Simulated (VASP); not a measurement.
# In2C (Fm-3m) in VASP: notebook, part 2 of 2

VASP 6.6.1. The steps go on from the part before.

**3. Single point, PBE**

This run uses another cell than the first one, of 23.19 Å³/atom.

The input, INCAR:

```
SYSTEM = In2C
  ALGO = Normal
  EDIFF = 1E-7
  ENCUT = 520
  GGA = PE
  ISIF = 2
  ISMEAR = 0
  LASPH = .True.
  LCHARG = .False.
  LREAL = .False.
  LWAVE = .False.
  NBANDS = 22
  NELM = 60
  PREC = Accurate
  SIGMA = 0.1
```

The input, KPOINTS:

```
k-points
0
Gamma
  4 4 4
  0 0 0
```

The input, POSCAR:

```
In2C
1.0
    0.0000000000      3.2645178500      3.2645178500
    3.2645178500      0.0000000000      3.2645178500
    3.2645178500      3.2645178500      0.0000000000
In C
2 1
Direct
    0.2500000000      0.2500000000      0.2500000000
    0.7500000000      0.7500000000      0.7500000000
    0.0000000000      0.0000000000      0.0000000000
```

Potentials or basis: VASP PAW PBE potentials, release 64 (In_d, C).

Launch:

```bash
> cat potpaw_PBE.64/In_d/POTCAR potpaw_PBE.64/C/POTCAR > POTCAR
> mpirun -np 1 vasp_std > vasp.out
```

OUTCAR:

```text
SYSTEM = In2C
   EDIFF = 1E-7
   ENCUT = 520
   GGA = PE
   ISIF = 2
   ISMEAR = 0
   LASPH = .True.
   LREAL = .False.
   NELM = 60
   PREC = Accurate

 ion  position               nearest neighbor table
   1  0.250  0.250  0.250-   3 2.83   3 2.83   3 2.83   3 2.83   2 3.26   2 3.26   2 3.26   2 3.26
                             2 3.26   2 3.26
   2  0.750  0.750  0.750-   3 2.83   3 2.83   3 2.83   3 2.83   1 3.26   1 3.26   1 3.26   1 3.26
                             1 3.26   1 3.26
   3  0.000  0.000  0.000-   2 2.83   2 2.83   2 2.83   1 2.83   1 2.83   1 2.83   2 2.83   1 2.83

  LATTYP: Found a face centered cubic cell.
 ALAT       =     6.5290357000

  Lattice vectors:

 A1 = (   0.0000000000,   3.2645178500,   3.2645178500)
 A2 = (   3.2645178500,   0.0000000000,   3.2645178500)
 A3 = (   3.2645178500,   3.2645178500,   0.0000000000)

Analysis of symmetry for initial positions (statically):
=====================================================================
 Subroutine PRICEL returns:
 Original cell was already a primitive cell.

 Routine SETGRP: Setting up the symmetry group for a
 face centered cubic supercell.

 Subroutine GETGRP returns: Found 48 space group operations
 (whereof 48 operations were pure point group operations)
 out of a pool of 48 trial point group operations.

The static configuration has the point symmetry O_h .

Analysis of symmetry for dynamics (positions and initial velocities):
=====================================================================
 Subroutine PRICEL returns:
 Original cell was already a primitive cell.

 Routine SETGRP: Setting up the symmetry group for a
 face centered cubic supercell.

 Subroutine GETGRP returns: Found 48 space group operations
 (whereof 48 operations were pure point group operations)
 out of a pool of 48 trial point group operations.

The dynamic configuration has the point symmetry O_h .

 Subroutine INISYM returns: Found 48 space group operations
[... 99 lines left out ...]
   IALGO  =     38    algorithm
   IMIX   =      4    mixing-type and parameters
     AMIX     =   0.40;   BMIX     =  1.00
     AMIX_MAG =   1.60;   BMIX_MAG =  1.00
  volume/ion in A,a.u.               =      23.19       156.52
  Fermi-wavevector in a.u.,A,eV,Ry     =   1.236762  2.337142 20.811209  1.529581
  Thomas-Fermi vector in A             =   2.371357
   LORBIT       =      0    0 simple, 1 ext, 2 COOP (PROOUT), +10 PAW based schemes
   GGA     = PE    functional components
   LHFCALC =     F    Hartree Fock is set to
   AEXX    =    0.0000 exact exchange contribution
   IVDW    =     0    specifies the selected vdW correction
   LEPSILON=     F    determine dielectric tensor
   LRPA    =     F    only Hartree local field effects (RPA)
 non-spin polarized calculation
 Gauss-broadening in eV      SIGMA  =   0.10
  energy-cutoff  :      520.00
  volume of cell :       69.58
 maximum number of plane-waves:      1893
 NGX is ok and might be reduce to    36
   NGX = 17   NGY = 17   NGZ = 17

 number of electron      29.9999991 magnetization

 Free energy of the ion-electron system (eV)
  ---------------------------------------------------
  ext. energy  EPLUGINS =         0.00000000
  ---------------------------------------------------
  free energy    TOTEN  =       -10.57128938 eV

  energy without entropy =      -10.56600010  energy(sigma->0) =      -10.56864474

 E-fermi :   5.5240     XC(G=0):  -9.7528

 val. band max:        5.5240005460   @ k =   0.2500   0.2500   0.0000
 cond. band min:       6.5137404068   @ k =   0.2500   0.0000   0.0000
 fundamental gap:      0.9897398608
 Fermi energy:         5.5240005461

 k-point     1 :       0.0000    0.0000    0.0000
  band No.  band energies     occupation
      1      -9.0849      2.00000
      2      -9.0849      2.00000
      3      -8.9398      2.00000
      4      -8.9398      2.00000
      5      -8.9398      2.00000
      6      -8.6598      2.00000
[... 189 lines left out ...]
     21      14.6294      0.00000
     22      14.7231      0.00000

------------------------ aborting loop because EDIFF is reached ----------------------------------------

  FORCE on cell =-STRESS in cart. coord.  units (eV):
  Direction    XX          YY          ZZ          XY          YZ          ZX
  --------------------------------------------------------------------------------------
  -------------------------------------------------------------------------------------
  Total       -3.4810525     -3.4810525     -3.4810525      0.0000000      0.0000000      0.0000000
  in kB      -80.1556280    -80.1556280    -80.1556280      0.0000000      0.0000000      0.0000000
  external PRESSURE =     -80.1556280 kB  Pullay stress =       0.0000000 kB

 VOLUME and BASIS-vectors are now :
 -----------------------------------------------------------------------------
  energy-cutoff  :      520.00
  volume of cell :       69.58
      direct lattice vectors                 reciprocal lattice vectors
     0.000000000  3.264517850  3.264517850    -0.153161975  0.153161975  0.153161975
     3.264517850  0.000000000  3.264517850     0.153161975 -0.153161975  0.153161975
     3.264517850  3.264517850  0.000000000     0.153161975  0.153161975 -0.153161975

 POSITION                                       TOTAL-FORCE (eV/Angst)
 -----------------------------------------------------------------------------------
      1.63226      1.63226      1.63226        -0.000000     -0.000000     -0.000000
      4.89678      4.89678      4.89678         0.000000      0.000000      0.000000
      0.00000      0.00000      0.00000        -0.000000      0.000000     -0.000000
 -----------------------------------------------------------------------------------
    total drift:                                0.000000      0.000000      0.000000

  FREE ENERGIE OF THE ION-ELECTRON SYSTEM (eV)
  ---------------------------------------------------
  free  energy   TOTEN  =       -10.5712893753 eV

  energy  without entropy=      -10.5660000979  energy(sigma->0) =      -10.56864474
```

OSZICAR:

```text
N       E                     dE             d eps       ncg     rms          rms(c)
DAV:   1     0.238820286562E+03    0.23882E+03   -0.14782E+04   352   0.178E+03
DAV:   2     0.110694747757E+02   -0.22775E+03   -0.22257E+03   352   0.397E+02
DAV:   3    -0.106121905876E+02   -0.21682E+02   -0.20814E+02   468   0.128E+02
DAV:   4    -0.115376627931E+02   -0.92547E+00   -0.91708E+00   394   0.274E+01
DAV:   5    -0.115794102438E+02   -0.41747E-01   -0.41739E-01   526   0.531E+00    0.556E+00
DAV:   6    -0.107345418554E+02    0.84487E+00   -0.57307E+00   488   0.168E+01    0.319E+00
DAV:   7    -0.105855026970E+02    0.14904E+00   -0.54018E-01   418   0.427E+00    0.137E+00
DAV:   8    -0.105806131653E+02    0.48895E-02   -0.22118E-01   382   0.188E+00    0.507E-01
DAV:   9    -0.105706562531E+02    0.99569E-02   -0.27550E-02   516   0.888E-01    0.165E-01
DAV:  10    -0.105712071832E+02   -0.55093E-03   -0.39367E-03   408   0.338E-01    0.995E-02
DAV:  11    -0.105713152091E+02   -0.10803E-03   -0.20878E-04   486   0.992E-02    0.497E-02
DAV:  12    -0.105712913730E+02    0.23836E-04   -0.28478E-05   500   0.366E-02    0.192E-02
DAV:  13    -0.105712894708E+02    0.19022E-05   -0.10180E-05   380   0.125E-02    0.359E-03
DAV:  14    -0.105712893753E+02    0.95556E-07   -0.93388E-07   382   0.569E-03
   1 F= -.10571289E+02 E0= -.10568645E+02  d E =-.528928E-02
```

stdout:

```text
POSCAR found type information on POSCAR InC
 POSCAR found :  2 types and       3 ions
 scaLAPACK will be used
 LDA part: xc-table for (Slater+PW92), standard interpolation
 POSCAR, INCAR and KPOINTS ok, starting setup
 FFT: planning ... GRIDC
 FFT: planning ... GRID_SOFT
 FFT: planning ... GRID
 WAVECAR not read
 entering main loop
```

Wall time 19 s (1 thread of AMD EPYC 7R43 (Zen 3), shared host); peak memory 0.16 GiB.

Results:

* Free energy: -10.5713 eV
* Pressure: -8.0 GPa
* Band gap on the k mesh: zero (bands 15 and 16 overlap by 1.76 eV)

Caveat: the k points lie up to 0.42 Å⁻¹ apart, too coarse for converged energies and pressures of a metal; spin-orbit coupling is left out, which moves the levels of the heavy elements.
